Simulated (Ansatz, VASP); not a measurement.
**C: VASP beside Ansatz**

```
C
1.0
     2.31264    0.00000    0.00000
     0.00000    3.97221    0.00000
     0.00000    0.00000    4.18720
C
8
Direct
  0.14397 0.56296 0.15908
  0.14397 0.93704 0.65908
  0.64397 0.06296 0.84092
  0.35603 0.93704 0.15908
  0.85603 0.06296 0.34092
  0.85603 0.43704 0.84092
  0.64397 0.43704 0.34092
  0.35603 0.56296 0.65908
```

Alike in both runs: task relaxation of cell and atoms; functional PBE; k mesh 8 × 4 × 4; occupations gaussian, width 0.1 eV; no spin polarisation.

|  | VASP | Ansatz |
| --- | --- | --- |
| version | VASP 6.6.1 | Ansatz 0.2.0 |
| potentials or method | VASP PAW PBE potentials, release 64 (C), cutoff 600 eV | scalar-relativistic, plane waves, PAW |
| valence electrons in the cell | 32 | 32 |

VASP gave:

| Quantity | Value |
| --- | --- |
| relaxed volume (Å³/atom) | 7.71 |
| relaxed cell length with the largest relative difference (Å) | 5.866 |

Task: What did Ansatz give for the same quantities?

Result: Relaxed volume (Å³/atom): 10.56; relaxed cell length with the largest relative difference (Å): 8.013.

One of these differences is far larger than is usual between the two programs; its cause wasn't traced.

The k mesh is coarse, so the values compare programs but aren't converged. Noted on VASP's run: the volume moved by over 15 % at a fixed basis, so the end points are rough.
